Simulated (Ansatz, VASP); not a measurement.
Mg2CdN2: VASP beside Ansatz

INCAR

```
SYSTEM = Mg2CdN2
PREC = Accurate
ENCUT = 520
EDIFF = 1E-6
ISMEAR = 0
SIGMA = 0.01
LREAL = .False.
LASPH = .True.
NELM = 100
ALGO = Normal
ISIF = 2
LWAVE = .False.
LCHARG = .True.
GGA = RE
LELF = .True.
LVHAR = .True.
NBANDS = 21
```

Contents of KPOINTS:

```
Automatic mesh
0
Gamma
  6 6 4
  0 0 0
```

File POSCAR:

```
Mg2CdN2
1.0
    3.5528800000      0.0000000000      0.0000000000
   -1.7764400000      3.0768900000      0.0000000000
    0.0000000000      0.0000000000      5.9838300000
Mg Cd N
2 1 2
Direct
    0.6666666667      0.3333333333      0.1534400000
    0.3333333333      0.6666666667      0.8465600000
    0.0000000000      0.0000000000      0.5000000000
    0.6666666667      0.3333333333      0.7722300000
    0.3333333333      0.6666666667      0.2277700000
```

Input for Ansatz:

```yaml
crystal:
  lattice:
    - [3.55288, 0.0, 0.0]
    - [-1.77644, 3.07689, 0.0]
    - [0.0, 0.0, 5.98383]
  atoms:
    - { symbol: Mg, position: [0.6666666666666666, 0.3333333333333333, 0.15344] }
    - { symbol: Mg, position: [0.3333333333333333, 0.6666666666666666, 0.84656] }
    - { symbol: Cd, position: [0.0, 0.0, 0.5] }
    - { symbol: "N", position: [0.6666666666666666, 0.3333333333333333, 0.77223] }
    - { symbol: "N", position: [0.3333333333333333, 0.6666666666666666, 0.22777] }
basis:
  ecutwfc: 470.0
kpoints:
  mp_grid:
    grid: [6, 6, 4]
hamiltonian:
  xc: revpbe
  pseudopotentials:
    kind: paw
scf:
  occupations:
    method: fixed
output:
  eigenvalues: true
```

Alike in both runs: task single point; functional revPBE; k mesh 6 × 6 × 4; no spin polarisation.

|  | VASP | Ansatz |
| --- | --- | --- |
| version | VASP 6.6.1 | Ansatz 0.2.0 |
| potentials or method | VASP PAW PBE potentials, release 64 (Mg, Cd, N), cutoff 520 eV | plane waves, PAW |
| occupations | gaussian, width 0.01 eV | fixed |
| valence electrons in the cell | 26 | 50 |

|  | VASP | Ansatz | Ansatz less VASP |
| --- | --- | --- | --- |
| gap on the k mesh at the Fermi level (eV) | 0.38 | 0.39 | +0.010 |

VASP's potentials were made for PBE, not for revPBE. VASP's potentials hold 26 valence electrons a cell and Ansatz's 50, so a difference there can come from the potentials and not from the codes.
